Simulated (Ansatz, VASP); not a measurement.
Te: VASP beside Ansatz

Contents of INCAR:

```
SYSTEM = Te
PREC = Accurate
ENCUT = 520
EDIFF = 1E-6
ISMEAR = -1
SIGMA = 0.1
LREAL = .FALSE.
LASPH = .TRUE.
NELM = 100
ALGO = Normal
ISIF = 2
LWAVE = .FALSE.
LCHARG = .FALSE.
GGA = CA
NBANDS = 9
```

The input KPOINTS:

```
regular mesh
0
G
  13 13 13
  0 0 0
```

The input POSCAR:

```
Te
1.0
   -1.8554790781      1.8554790781      1.8554790781
    1.8554790781     -1.8554790781      1.8554790781
    1.8554790781      1.8554790781     -1.8554790781
Te
1
Direct
    0.0000000000      0.0000000000      0.0000000000
```

Input for Ansatz:

```yaml
crystal:
  lattice:
    - [-1.8554790781, 1.8554790781, 1.8554790781]
    - [1.8554790781, -1.8554790781, 1.8554790781]
    - [1.8554790781, 1.8554790781, -1.8554790781]
  atoms:
    - { symbol: Te, position: [0.0, 0.0, 0.0] }
hamiltonian:
  xc: lda
  pseudopotentials:
    kind: paw
    azcp:
      Te: "pseudopotentials/Te.paw.azcp"
basis:
  ecutwfc: 420
  fft_grid_basis: typed
kpoints:
  mp_grid: { grid: [13, 13, 13], shift: [0, 0, 0] }
magnetization:
  spin_polarized: false
scf:
  occupations: { method: fermi_dirac, width: 0.1 }
  lower_state_search: "off"
output:
  stress: true
```

Alike in both runs: task single point; functional LDA; k mesh 13 × 13 × 13; occupations fermi-dirac, width 0.1 eV; no spin polarisation.

|  | VASP | Ansatz |
| --- | --- | --- |
| version | VASP 6.6.1 | Ansatz 0.2.0 |
| potentials or method | VASP PAW LDA potentials, release 64 (Te), cutoff 520 eV | plane waves (420 eV) with PAW, scalar-relativistic |
| valence electrons in the cell | 6 | 16 |

```csv
,VASP,Ansatz,Ansatz less VASP
pressure (GPa),3.2,3.1,-0.07
```

Ansatz warns that its potentials were made for another functional, while VASP's fit it. LDA's correlation is that of Perdew and Zunger in VASP and of Perdew and Wang (1992) in Ansatz. VASP's potentials hold 6 valence electrons a cell and Ansatz's 16, so a difference there can come from the potentials and not from the codes.

Neither program's run includes spin-orbit coupling.
